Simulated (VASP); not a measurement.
A run of VASP 6.6.1 is set up as follows.

The input INCAR:

```
SYSTEM = NiO
ALGO = Normal
EDIFF = 1E-7
ENCUT = 520
GGA = PE
ISIF = 2
ISMEAR = 0
ISPIN = 2
LASPH = .True.
LCHARG = .False.
LDAU = .True.
LDAUJ = 0 0
LDAUL = 2 -1
LDAUPRINT = 1
LDAUTYPE = 2
LDAUU = 5 0
LMAXMIX = 4
LORBIT = 11
LREAL = .False.
LWAVE = .False.
MAGMOM = 1.7 -1.7 0 0
NBANDS = 28
NELM = 150
PREC = Accurate
SIGMA = 0.01
```

Contents of KPOINTS:

```
k-points
0
Gamma
  8 8 8
  0 0 0
```

Contents of POSCAR:

```
NiO
1.0
    2.0606533300      2.0606533300      4.1491533300
    4.1491533300      2.0606533300      2.0606533300
    2.0606533300      4.1491533300      2.0606533300
Ni O
2 2
Direct
    0.0000000000      0.0000000000      0.0000000000
    0.5000000000      0.5000000000      0.5000000000
    0.2500000000      0.2500000000      0.2500000000
    0.7500000000      0.7500000000      0.7500000000
```

Potentials or basis: VASP PAW PBE potentials, release 64 (Ni, O).

The run is started by

```bash
$ cat potpaw_PBE.64/Ni/POTCAR potpaw_PBE.64/O/POTCAR > POTCAR
$ mpirun -np 1 vasp_std > vasp.out
```

Problem. Predict the net moment.

Solution. 0.00 μB per cell.

Problem. What does it give for the pressure?

Solution. 3.5 GPa.

Stress tensor (GPa, compression positive):
```
3.48 0.50 0.50
0.50 3.48 0.50
0.50 0.50 3.48
```

Caveat: the cell stands under pressure. The state reached can hang on the start; a lower one may exist.
